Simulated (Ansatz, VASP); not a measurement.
BAs: VASP beside Ansatz

The input POSCAR:

```
BAs
1.0
    0.0000000000      2.0865469400      3.1298204100
    2.0865469400      0.0000000000      3.1298204100
    2.0865469400      2.0865469400      0.0000000000
B As
1 1
Direct
    0.0000000000      0.0000000000      0.0000000000
    0.7500000000      0.7500000000      0.7500000000
```

Contents of INCAR.step1:

```
SYSTEM = BAs
PREC = Accurate
ENCUT = 520
ISMEAR = 0
SIGMA = 0.05
LREAL = .False.
LASPH = .True.
NELM = 100
NBANDS = 11
GGA = PE
ALGO = Normal
EDIFF = 1E-4
LWAVE = .True.
LCHARG = .False.
```

File INCAR.step2:

```
SYSTEM = BAs
PREC = Accurate
ENCUT = 520
EDIFF = 1E-6
ISMEAR = 0
SIGMA = 0.05
LREAL = .False.
LASPH = .True.
NELM = 100
ALGO = Normal
ISIF = 2
LWAVE = .False.
LCHARG = .False.
METAGGA = R2SCAN
LMIXTAU = .True.
NBANDS = 11
ISTART = 1
```

KPOINTS

```
Automatic mesh
0
Gamma
  12 12 12
  0 0 0
```

Input for Ansatz:

```yaml
crystal:
  lattice:
    - [0.0, 2.08654694, 3.12982041]
    - [2.08654694, 0.0, 3.12982041]
    - [2.08654694, 2.08654694, 0.0]
  atoms:
    - { symbol: B, position: [0.0, 0.0, 0.0] }
    - { symbol: As, position: [0.75, 0.75, 0.75] }
basis:
  ecutwfc: 500
kpoints:
  mp_grid: { grid: [12, 12, 12] }
hamiltonian:
  xc: r2scan
scf:
  occupations: { method: gaussian, width: 0.05 }
output:
  forces: true
  stress: true
  eigenvalues: true
```

Alike in both runs: task single point; functional r2SCAN; k mesh 12 × 12 × 12; occupations gaussian, width 0.05 eV; no spin polarisation.

|  | VASP | Ansatz |
| --- | --- | --- |
| version | VASP 6.6.1 | Ansatz 0.2.0 |
| potentials or method | VASP PAW PBE potentials, release 64 (B, As), cutoff 520 eV | scalar-relativistic, plane waves, PAW |
| valence electrons in the cell | 8 | 18 |

```tsv
	VASP	Ansatz	Ansatz less VASP
gap on the k mesh at the Fermi level (eV)	none	none	-
pressure (GPa)	2.6	2.4	-0.16
traceless stress, the component that is largest in VASP (GPa)	-45.96	-45.98	-0.023
```

VASP's potentials were made for PBE, not for r2SCAN. A gap of «none» marks a metal or a gap that the smearing closes. VASP's potentials hold 8 valence electrons a cell and Ansatz's 18, so a difference there can come from the potentials and not from the codes.
